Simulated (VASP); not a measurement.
The system is Ti.

```
CELL_PARAMETERS angstrom
2.93573 0.00000 0.00000
-1.46787 2.54242 0.00000
0.00000 0.00000 4.64086
ATOMIC_POSITIONS crystal
Ti 0.33333 0.66667 0.25000
Ti 0.66667 0.33333 0.75000
```

```yaml
Program: VASP 6.6.1
Task: relaxation of cell and atoms
Functional: PBEsol
Potentials_or_basis: VASP PAW PBE potentials, release 64 (Ti_sv)
Cutoff: 600 eV
k_mesh: 18 × 18 × 10
Occupations: gaussian, width 0.1 eV
Spin: no spin polarisation
```

At the start: pressure -4.2 GPa; volume 17.32 Å³/atom.

Task: Where does the relaxation end?

Result: Over 29 steps the energy falls by 8.5 meV/atom and the volume is 16.69 Å³/atom (-3.6 %); space group P6_3/mmc (No. 194, to 0.1 Å) before and after.

The path:
| step | energy change (eV) | largest force (eV/Å) | pressure (GPa) | volume (Å³) |
| --- | --- | --- | --- | --- |
| 1 | 0.0000 | 0.0000 | -4.23 | 34.64 |
| 2 | -0.0061 | 0.0000 | 3.63 | 32.40 |
| 3 | -0.0170 | 0.0000 | 0.09 | 33.38 |
| 4 | -0.0170 | 0.0000 | -0.08 | 33.40 |
| 5 | -0.0170 | 0.0000 | -0.13 | 33.40 |
| 6 | -0.0170 | 0.0000 | -0.14 | 33.40 |
| 7 | -0.0170 | 0.0000 | -0.13 | 33.39 |
| 8 | -0.0170 | 0.0000 | 0.03 | 33.34 |
| 9 | -0.0170 | 0.0000 | 0.03 | 33.35 |
| 10 | -0.0170 | 0.0000 | 0.04 | 33.37 |
| 11 | -0.0170 | 0.0000 | 0.03 | 33.38 |
| 12 | -0.0170 | 0.0000 | -0.06 | 33.38 |
| 13 | -0.0170 | 0.0000 | -0.02 | 33.38 |
| 14 | -0.0170 | 0.0000 | -0.07 | 33.38 |
| 15 | -0.0170 | 0.0000 | -0.07 | 33.38 |
| 16 | -0.0170 | 0.0000 | -0.02 | 33.38 |
| 17 | -0.0170 | 0.0000 | -0.03 | 33.37 |
| 18 | -0.0170 | 0.0000 | -0.08 | 33.37 |
| 19 | -0.0170 | 0.0000 | -0.09 | 33.36 |
| 20 | -0.0170 | 0.0000 | -0.10 | 33.34 |
| 21 | -0.0170 | 0.0000 | 0.06 | 33.31 |
| 22 | -0.0170 | 0.0000 | 0.30 | 33.33 |
| 23 | -0.0170 | 0.0000 | 0.15 | 33.34 |
| 24 | -0.0170 | 0.0000 | 0.16 | 33.34 |
| 25 | -0.0170 | 0.0000 | 0.07 | 33.35 |
| 26 | -0.0170 | 0.0000 | 0.05 | 33.35 |
| 27 | -0.0170 | 0.0000 | 0.09 | 33.35 |
| 28 | -0.0170 | 0.0000 | 0.10 | 33.36 |
| 29 | -0.0170 | 0.0000 | 0.00 | 33.38 |

Final structure:
```
Ti
1.0
     2.89883    0.00000    0.00000
    -1.44942    2.51046    0.00000
     0.00000    0.00000    4.58695
Ti
2
Cartesian
  0.0000 1.6736 1.1467
  1.4494 0.8368 3.4402
```

Caveat: the PAW data sets were made with another functional, which shifts forces and pressure a little.
